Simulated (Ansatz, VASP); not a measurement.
Two plane-wave programs on LiF

The input INCAR:

```
SYSTEM = LiF
PREC     = Accurate       ! precision mode
ENCUT    = 520            ! plane-wave cutoff, eV
EDIFF    = 1E-7           ! SCF threshold, eV
ISMEAR   = 0              ! smearing method
SIGMA    = 0.05           ! smearing width, eV
LREAL    = .FALSE.        ! projectors in reciprocal space
LASPH    = .TRUE.         ! aspherical terms in the spheres
NELM     = 80             ! most SCF steps
ALGO     = Normal         ! electronic algorithm
ISIF     = 2              ! what is computed and relaxed
LWAVE    = .FALSE.        ! write WAVECAR
LCHARG   = .FALSE.        ! write CHGCAR
NBANDS   = 12             ! bands
```

The input KPOINTS:

```
regular mesh
0
G
  10 10 10
  0 0 0
```

File POSCAR:

```
LiF
1.0
    2.6875096500      0.0000000000      0.0000000000
    0.0000000000      2.6875096500      0.0000000000
    0.0000000000      0.0000000000      2.6235213250
Li F
1 1
Direct
    0.0000000000      0.0000000000      0.0000000000
    0.5000000000      0.5000000000      0.5000000000
```

Input for Ansatz:

```yaml
crystal:
  lattice:
    - [2.68750965, 0.0, 0.0]
    - [0.0, 2.68750965, 0.0]
    - [0.0, 0.0, 2.623521325]
  atoms:
    - { symbol: Li, position: [0.0, 0.0, 0.0] }
    - { symbol: F, position: [0.5, 0.5, 0.5] }
basis:
  ecutwfc: 420
kpoints:
  mp_grid: { grid: [10, 10, 10] }
hamiltonian:
  xc: lda
scf:
  occupations: { method: gaussian, width: 0.05 }
output:
  forces: true
  stress: true
  eigenvalues: true
```

Change from the starting cell: strain +0.050 along x and y, +0.025 along z, atoms carried along.

Alike in both runs: task single point; functional LDA; k mesh 10 × 10 × 10; occupations gaussian, width 0.05 eV; no spin polarisation.

|  | VASP | Ansatz |
| --- | --- | --- |
| version | VASP 6.6.1 | Ansatz 0.2.0 |
| potentials or method | VASP PAW LDA potentials, release 64 (Li_sv, F), cutoff 520 eV | scalar-relativistic, plane waves, PAW |
| valence electrons in the cell | 10 | 10 |

Ansatz gave:

- gap on the k mesh at the Fermi level (eV): 6.29
- least direct gap on the mesh (eV): 6.81

Question: Estimate VASP's values.

Answer: gap on the k mesh at the Fermi level (eV): 6.29; least direct gap on the mesh (eV): 6.80.

LDA's correlation is that of Perdew and Zunger in VASP and of Perdew and Wang (1992) in Ansatz.

Noted on VASP's run: the cutoff is short for stress, so the pressure is rough.
